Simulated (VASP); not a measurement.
Hf, 2 atoms in the cell. Symmetry: P6_3/mmc, No. 194, hexagonal system. Conventional cell: a = 3.197 Å, b = 3.197 Å, c = 4.957 Å, α = 90.00°, β = 90.00°, γ = 120.00°. Hf (site symmetry -6m2) has 12 Hf at 3.09 to 3.20 Å within 4.1 Å.  This cell differs from its parent crystal: zz strain of -2 %.

| Item | Value |
| --- | --- |
| Program | VASP 6.6.1 |
| Task | single point |
| Functional | PBE |
| Potentials or basis | VASP PAW PBE potentials, release 64 (Hf_pv) |
| Cutoff | 520 eV |
| k mesh | 13 × 13 × 7 |
| Occupations | fermi-dirac, width 0.05 eV |
| Spin | no spin polarisation |
| Dipole correction | no |
| Further INCAR settings | ALGO = Normal; EDIFF = 1e-06; NBANDS = 17 |

Potentials or basis: VASP PAW PBE potentials, release 64 (Hf_pv).

Launch:

```bash
$ cat potpaw_PBE.64/Hf_pv/POTCAR > POTCAR
$ mpirun -np 1 vasp_std > vasp.out
```

Hardware: 1 thread of Intel Xeon 8259CL, on a shared host.

Q: Estimate the wall time of this run.

A: Run time: 72 s on 1 thread of Intel Xeon 8259CL, on a shared host, peak memory 0.19 GiB. Counts: scf iterations 12, k points 84.
